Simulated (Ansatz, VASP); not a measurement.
Cd in VASP and in Ansatz

```
Cd
1.0
     2.88186    0.00000    0.00000
    -1.44093    2.49577    0.00000
     0.00000    0.00000    5.63837
Cd
2
Cartesian
  0.0000 1.6638 1.4096
  1.4409 0.8319 4.2288
```

Alike in both runs: task single point; functional LDA; k mesh 2 × 2 × 1; occupations fermi-dirac, width 0.1 eV; no spin polarisation.

|  | VASP | Ansatz |
| --- | --- | --- |
| version | VASP 6.6.1 | Ansatz 0.2.0 |
| potentials or method | VASP PAW LDA potentials, release 64 (Cd), cutoff 520 eV | plane waves (420 eV) with PAW, scalar-relativistic |
| valence electrons in the cell | 24 | 40 |

|  | VASP | Ansatz | Ansatz less VASP |
| --- | --- | --- | --- |
| pressure (GPa) | 6.5 | 6.0 | -0.51 |
| traceless stress, the component that is largest in VASP (GPa) | -22.81 | -22.69 | +0.114 |

Ansatz warns that its potentials were made for another functional, while VASP's fit it. LDA's correlation is that of Perdew and Zunger in VASP and of Perdew and Wang (1992) in Ansatz. VASP's potentials hold 24 valence electrons a cell and Ansatz's 40, so a difference there can come from the potentials and not from the codes.

The k mesh is coarse, so the values compare programs but aren't converged.
